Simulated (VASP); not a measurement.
# Li (C2) in VASP: single point with PBE

Aim: the single point of Li with PBE.

Program: VASP 6.6.1. These are calculated values, not measurements. Logs are shortened: lines on timing, memory, paths and dates and some standing lists are left out, and cuts for length are marked.

### 1 The cell of the first run

Symmetry: C2, No. 5, monoclinic system. The conventional cell has a = 4.828 Å, b = 3.062 Å, c = 10.292 Å, α = 90.00°, β = 94.30°, γ = 90.00°. Within 3.7 Å of Li (site symmetry 2) lie 12 Li at 2.84 to 3.29 Å. Within 3.7 Å of Li (site symmetry 1) lie 12 Li at 2.84 to 3.29 Å. Within 3.8 Å of Li (site symmetry 2) lie 12 Li at 2.86 to 3.29 Å.

### 2 Single point, PBE (strained and its atoms moved)

The input, INCAR:

```
PREC     = Accurate       # precision mode
ENCUT    = 520            # plane-wave cutoff, eV
EDIFF    = 1E-7           # SCF threshold, eV
ISMEAR   = 0              # smearing method
SIGMA    = 0.1            # smearing width, eV
LREAL    = False          # projectors in reciprocal space
LASPH    = True           # aspherical terms in the spheres
NELM     = 60             # most SCF steps
ALGO     = Fast           # electronic algorithm
ISIF     = 2              # what is computed and relaxed
LWAVE    = False          # write WAVECAR
LCHARG   = True           # write CHGCAR
GGA      = PE             # functional
LELF     = True           # ELF
LVHAR    = True         
NBANDS   = 14             # bands
```

The input, KPOINTS:

```
regular mesh
0
Gamma
  16 16 4
```

The input, POSCAR:

```
Li
1.0
    3.0615434280      0.0000000000      0.0000000000
   -1.5307717140      2.4120293427      0.0946290614
    0.0000000000      0.3678856382     10.2856778822
Li
4
Direct
   -0.0763733153      0.0000000000      0.0000000000
    0.4387912004      0.7421686265      0.2522410903
   -0.0590404691      0.0000000000      0.5000000000
    0.6966225840      0.2578313735      0.7477589097
```

Potentials or basis: VASP PAW PBE potentials, release 64 (Li_sv).

Launch:

```
$ cat potpaw_PBE.64/Li_sv/POTCAR > POTCAR
$ mpirun -np 1 vasp_std > vasp.out
```

OUTCAR:

```text
PREC = Accurate
   ENCUT = 520
   EDIFF = 1E-7
   ISMEAR = 0
   LREAL = False
   LASPH = True
   NELM = 60
   ISIF = 2
   GGA = PE

 ion  position               nearest neighbor table
   1  0.924  0.000  0.000-
   2  0.439  0.742  0.252-
   3  0.941  0.000  0.500-
   4  0.697  0.258  0.748-

  LATTYP: Found a base centered monoclinic cell.
 ALAT       =     4.8277697581
 B/A-ratio  =     0.6341527416
 C/A-ratio  =     2.1318860133
 COS(beta)  =    -0.0748933811

  Lattice vectors:

 A1 = (  -1.5307717140,  -2.4120293427,  -0.0946290614)
 A2 = (   1.5307717140,  -2.4120293427,  -0.0946290614)
 A3 = (   0.0000000000,   0.3678856382,  10.2856778822)

Analysis of symmetry for initial positions (statically):
=====================================================================
 Subroutine PRICEL returns:
 Original cell was already a primitive cell.

 Routine SETGRP: Setting up the symmetry group for a
 base centered monoclinic supercell.

 Subroutine GETGRP returns: Found  2 space group operations
 (whereof  2 operations were pure point group operations)
 out of a pool of  4 trial point group operations.

The static configuration has the point symmetry C_2 .

Analysis of symmetry for dynamics (positions and initial velocities):
=====================================================================
 Subroutine PRICEL returns:
 Original cell was already a primitive cell.

 Routine SETGRP: Setting up the symmetry group for a
 base centered monoclinic supercell.

 Subroutine GETGRP returns: Found  2 space group operations
 (whereof  2 operations were pure point group operations)
 out of a pool of  4 trial point group operations.

The dynamic configuration has the point symmetry C_2 .

 Subroutine INISYM returns: Found  2 space group operations
 (whereof  2 operations are pure point group operations),
 and found     1 'primitive' translations

----------------------------------------------------------------------------------------

                                     Primitive cell

  volume of cell :      75.8483

  direct lattice vectors                    reciprocal lattice vectors
     3.061543428  0.000000000  0.000000000     0.326632636  0.207585613 -0.007424670
    -1.530771714  2.412029343  0.094629061     0.000000000  0.415171226 -0.014849340
     0.000000000  0.367885638 10.285677882     0.000000000 -0.003819609  0.097359181

  length of vectors
     3.061543428  2.858339072 10.292254823     0.387086284  0.415436698  0.097434078

  position of ions in fractional coordinates (direct lattice)
     0.923626685  0.000000000  0.000000000
     0.438791200  0.742168627  0.252241090
     0.940959531  0.000000000  0.500000000
     0.696622584  0.257831373  0.747758910

  ion indices of the primitive-cell ions
   primitive index   ion index
                 1           1
                 2           2
                 3           3
                 4           4

----------------------------------------------------------------------------------------

 KPOINTS: regular mesh

Automatic generation of k-mesh.
 Grid dimensions read from file:
 generate k-points for:   16   16    4

 Generating k-lattice:

  Cartesian coordinates                     Fractional coordinates (reciprocal lattice)
     0.020414540  0.012974101 -0.000464042     0.062500000  0.000000000  0.000000000
     0.000000000  0.025948202 -0.000928084     0.000000000  0.062500000  0.000000000
     0.000000000 -0.000954902  0.024339795     0.000000000  0.000000000  0.250000000

  Length of vectors
     0.024192893  0.025964794  0.024358520

  Shift w.r.t. Gamma in fractional coordinates (k-lattice)
     0.000000000  0.000000000  0.000000000

 Subroutine IBZKPT returns following result:
 ===========================================

 Found    282 irreducible k-points:

 Following reciprocal coordinates:
            Coordinates               Weight
  0.000000  0.000000  0.000000      1.000000
  0.062500 -0.000000  0.000000      4.000000
  0.125000 -0.000000  0.000000      4.000000
  0.187500 -0.000000 -0.000000      4.000000
  0.250000 -0.000000  0.000000      4.000000
  0.312500  0.000000  0.000000      4.000000
[... 16 lines left out ...]
 -0.187500  0.062500  0.000000      4.000000
 -0.125000  0.062500  0.000000      2.000000
 [... further k-points ...]
   k-points           NKPTS =    282   k-points in BZ     NKDIM =    282   number of bands    NBANDS=     14
   number of dos      NEDOS =    301   number of ions     NIONS =      4
   total plane-waves  NPLWV =  46080
   dimension x,y,z NGX =    24 NGY =   24 NGZ =   80
   dimension x,y,z NGXF=    48 NGYF=   48 NGZF=  160
   ions per type =               4
   NGX,Y,Z   is equivalent  to a cutoff of  13.03, 13.96, 12.92 a.u.
   NGXF,Y,Z  is equivalent  to a cutoff of  26.06, 27.92, 25.84 a.u.
 SYSTEM =  unknown system
   PREC   = accura    normal or accurate (medium, high low for compatibility)
   ISTART =      0    job   : 0-new  1-cont  2-samecut
   ICHARG =      2    charge: 1-file 2-atom 10-const
   ISPIN  =      1    spin polarized calculation?
   LNONCOLLINEAR =      F non collinear calculations
   LSORBIT =      F    spin-orbit coupling
   LASPH  =      T    aspherical Exc in radial PAW
   ENCUT  =  520.0 eV  38.22 Ry    6.18 a.u.   5.69  5.31 19.14*2*pi/ulx,y,z
   NELM   =     60;   NELMIN=  2; NELMDL= -5     # of ELM steps
   EDIFF  = 0.1E-06   stopping-criterion for ELM
   LREAL  =      F    real-space projection
   EDIFFG = 0.1E-05   stopping-criterion for IOM
   NSW    =      0    number of steps for IOM
   IBRION =     -1    ionic relax: 0-MD 1-quasi-New 2-CG
   NFREE  =      0    steps in history (QN), initial steepest desc. (CG)
   ISIF   =      2    stress and relaxation
   ISYM   =      2    0-nonsym 1-usesym 2-fastsym
   POTIM  = 0.5000    time-step for ionic-motion
   TEBEG  =    0.0;   TEEND  =   0.0 temperature during run
   PSTRESS=    0.0 pullay stress
   NELECT =      12.0000    total number of electrons
   NUPDOWN=      -1.0000    fix difference up-down
   EMIN   =  10.00;   EMAX   =-10.00  energy-range for DOS
   EFERMI =   0.00;   METHOD = LEGACY
   ISMEAR =     0;   SIGMA  =   0.10  broadening in eV -4-tet -1-fermi 0-gaus
   EFERMI_NEDOS =   21; number of points for ismear=-14 and -15
   IALGO  =     68    algorithm
   IMIX   =      4    mixing-type and parameters
     AMIX     =   0.40;   BMIX     =  1.00
     AMIX_MAG =   1.60;   BMIX_MAG =  1.00
  volume/ion in A,a.u.               =      18.96       127.96
  Fermi-wavevector in a.u.,A,eV,Ry     =   0.885428  1.673216 10.666731  0.783983
  Thomas-Fermi vector in A             =   2.006460
   LORBIT       =      0    0 simple, 1 ext, 2 COOP (PROOUT), +10 PAW based schemes
   GGA     = PE    functional components
   LHFCALC =     F    Hartree Fock is set to
   AEXX    =    0.0000 exact exchange contribution
   IVDW    =     0    specifies the selected vdW correction
   LEPSILON=     F    determine dielectric tensor
   LRPA    =     F    only Hartree local field effects (RPA)
 non-spin polarized calculation
 RMM-DIIS sequential band-by-band and
 Gauss-broadening in eV      SIGMA  =   0.10
  energy-cutoff  :      520.00
  volume of cell :       75.85
 maximum number of plane-waves:      2069
   NGX = 11   NGY = 11   NGZ = 39

 number of electron      12.0000003 magnetization

 Free energy of the ion-electron system (eV)
  ---------------------------------------------------
  ext. energy  EPLUGINS =         0.00000000
  ---------------------------------------------------
  free energy    TOTEN  =        -7.54985532 eV

  energy without entropy =       -7.54278173  energy(sigma->0) =       -7.54631853

 E-fermi :   0.7876     XC(G=0):  -7.2082

 val. band max:        0.7692535015   @ k =   0.0625   0.3125   0.0000
 cond. band min:       0.7892495279   @ k =   0.5000   0.3125   0.2500
 fundamental gap:      0.0199960264
 Fermi energy:         0.7875629350

 k-point     1 :       0.0000    0.0000    0.0000
  band No.  band energies     occupation
      1     -45.6631      2.00000
      2     -45.6341      2.00000
      3     -45.6339      2.00000
      4     -45.6033      2.00000
      5      -2.8236      2.00000
      6      -1.7960      2.00000
      7      -1.7954      2.00000
      8       0.3736      2.00000
      9       3.3973      0.00000
     10       8.0213      0.00000
     11       8.0282      0.00000
     12      14.1517      0.00000
     13      14.4775      0.00000
     14      14.6372      0.00000

 k-point     2 :       0.0625   -0.0000    0.0000
  band No.  band energies     occupation
      1     -45.6623      2.00000
      2     -45.6334      2.00000
      3     -45.6332      2.00000
      4     -45.6026      2.00000
      5      -2.7597      2.00000
      6      -1.7492      2.00000
      7      -1.7088      2.00000
      8       0.4593      2.00000
      9       3.4233      0.00000
     10       7.9959      0.00000
     11       8.1284      0.00000
     12      13.4136      0.00000
     13      14.0585      0.00000
     14      14.3331      0.00000

 k-point     3 :       0.1250   -0.0000    0.0000
  band No.  band energies     occupation
      1     -45.6601      2.00000
      2     -45.6313      2.00000
      3     -45.6311      2.00000
      4     -45.6007      2.00000
      5      -2.5680      2.00000
      6      -1.5705      2.00000
      7      -1.4887      2.00000
      8       0.7161      1.68778
      9       3.4979      0.00000
     10       8.0338      0.00000
     11       8.2853      0.00000
     12      11.8168      0.00000
     13      12.6042      0.00000
     14      13.2146      0.00000
[... 324 lines left out ...]
 k-point    23 :      -0.1875    0.0625    0.0000
  band No.  band energies     occupation
      1     -45.6586      2.00000
      2     -45.6298      2.00000
      3     -45.6296      2.00000
      4     -45.5993      2.00000
      5      -2.3956      2.00000
      6      -1.3721      2.00000
      7      -1.3306      2.00000
      8       0.9508      0.02095
      9       3.5549      0.00000
     10       8.1770      0.00000
     11       8.2921      0.00000
     12      11.0696      0.00000
     13      11.7253      0.00000
     14      12.1182      0.00000

 k-point    24 :      -0.1250    0.0625    0.0000
  band No.  band energies     occupation
      1     -45.6611      2.00000
      2     -45.6322      2.00000
      3     -45.6321      2.00000
      4     -45.6015      2.00000
      5      -2.6417      2.00000
      6      -1.6068      2.00000
      7      -1.6060      2.00000
      8       0.6196      1.98244
      9       3.4653      0.00000
     10       8.1194      0.00000
     11       8.1306      0.00000
     12      12.7681      0.00000
     13      12.8357      0.00000
     14      13.5384      0.00000

 [... further k-points ...]

------------------------ aborting loop because EDIFF is reached ----------------------------------------

  FORCE on cell =-STRESS in cart. coord.  units (eV):
  Direction    XX          YY          ZZ          XY          YZ          ZX
  --------------------------------------------------------------------------------------
  -------------------------------------------------------------------------------------
  Total        0.3908444      0.9442794     -0.0827601      0.0000000     -0.0047688      0.0000000
  in kB        8.2559751     19.9464224     -1.7481765      0.0000000     -0.1007329      0.0000000
  external PRESSURE =       8.8180737 kB  Pullay stress =       0.0000000 kB

 VOLUME and BASIS-vectors are now :
 -----------------------------------------------------------------------------
  energy-cutoff  :      520.00
  volume of cell :       75.85
      direct lattice vectors                 reciprocal lattice vectors
     3.061543428  0.000000000  0.000000000     0.326632636  0.207585613 -0.007424670
    -1.530771714  2.412029343  0.094629061     0.000000000  0.415171226 -0.014849340
     0.000000000  0.367885638 10.285677882     0.000000000 -0.003819609  0.097359181

 POSITION                                       TOTAL-FORCE (eV/Angst)
 -----------------------------------------------------------------------------------
      2.82772      0.00000      0.00000         0.086244     -0.000000      0.000000
      0.20729      1.88293      2.66470        -0.068242     -0.008553     -0.022575
      2.88079      0.18394      5.14284         0.050240     -0.000000      0.000000
      1.73806      0.89699      7.71561        -0.068242      0.008553      0.022575
 -----------------------------------------------------------------------------------
    total drift:                               -0.000854     -0.000000      0.000000

  FREE ENERGIE OF THE ION-ELECTRON SYSTEM (eV)
  ---------------------------------------------------
  free  energy   TOTEN  =        -7.5498553229 eV

  energy  without entropy=       -7.5427817279  energy(sigma->0) =       -7.54631853
```

Run time: 9.5 min. Hardware: 1 thread of Intel Xeon 8259CL, shared host; peak memory 0.34 GiB.

What came out:

| Property | Result |
| --- | --- |
| Free energy | -7.5499 eV |
| Largest force | 0.086 eV/Å |
| Band gap on the k mesh | zero (bands 6 and 7 overlap by 4.61 eV) |

Forces in eV/Å, atoms in the order of the input:
```
Li   0.086  0.000  0.000
Li  -0.068 -0.009 -0.023
Li   0.050  0.000  0.000
Li  -0.068  0.009  0.023
```

Caveat: the cell differs from its parent crystal (strained and its atoms moved); the cutoff is under 1.25 times the usual one of these potentials, so pressure, stress and relaxed cells hold a basis-set (Pulay) error.
